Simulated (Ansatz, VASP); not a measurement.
Ca2Zr2N: VASP beside Ansatz

```
Ca Zr N
1.0
     4.42088    0.00000    0.00000
    -2.21044    3.82859    0.00000
     0.00000    0.00000    8.90208
Ca Zr N
2 2 1
Direct
  0.00000 0.00000 0.76544
  0.00000 0.00000 0.23456
  0.33333 0.66667 0.50000
  0.66667 0.33333 0.50000
  0.00000 0.00000 0.50000
```

Alike in both runs: functional PBE; k mesh 6 × 6 × 4; occupations gaussian, width 0.1 eV; no spin polarisation.

Ansatz relaxed the structure, and its values are those at the end. VASP's run is a single point on that final structure, the one shown.

```csv
,VASP,Ansatz
version,VASP 6.6.1,Ansatz 0.2.0
potentials or method,"VASP PAW PBE potentials, release 64 (Ca_sv, Zr_sv, N), cutoff 520 eV","scalar-relativistic, plane waves, PAW"
valence electrons in the cell,49,49
```

|  | VASP | Ansatz | Ansatz less VASP |
| --- | --- | --- | --- |
| gap on the k mesh at the Fermi level (eV) | none | none | - |
| pressure (GPa) | 0.1 | 0.0 | -0.11 |
| rms of the force components (eV/Å) | 0.007 | 0.006 | -0.0008 |

A gap of «none» marks a metal or a gap that the smearing closes.
